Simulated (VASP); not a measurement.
TiTe2 (fluorite type), 3 atoms in the cell. Symmetry: Fm-3m, No. 225, cubic system. The conventional cell has a = 6.434 Å, b = 6.434 Å, c = 6.434 Å, α = 90.00°, β = 90.00°, γ = 90.00°. Within 3.7 Å of Ti (site symmetry m-3m) lie 8 Te at 2.79 Å. Te (site symmetry -43m) has 4 Ti at 2.79 Å and 6 Te at 3.22 Å within 3.7 Å. 

```yaml
Program: VASP 6.6.1
Task: relaxation of cell and atoms
Functional: PBE
Potentials_or_basis: VASP PAW PBE potentials, release 64 (Ti_sv, Te)
Cutoff: 600 eV
k_mesh: 10 × 10 × 10
Occupations: fermi-dirac, width 0.03 eV
Spin: no spin polarisation
Dipole_correction: no
Further_INCAR_settings: ALGO = Normal; EDIFF = 1e-07; IBRION = 2; EDIFFG = -0.005; NSW = 100; ISIF = 3
```

Potentials or basis: VASP PAW PBE potentials, release 64 (Ti_sv, Te).

Run with:

```sh
$ cat potpaw_PBE.64/Ti_sv/POTCAR potpaw_PBE.64/Te/POTCAR > POTCAR
$ mpirun -np 1 vasp_std > vasp.out
```

Hardware: 1 thread of Intel Xeon 8259CL (shared host).

**Question.** Estimate the wall time of this run.

**Answer.** Run time: 9 min on 1 thread of Intel Xeon 8259CL, with other jobs on the host, peak memory 0.26 GiB. Counts: scf iterations 78, k points 47, ion steps 4.
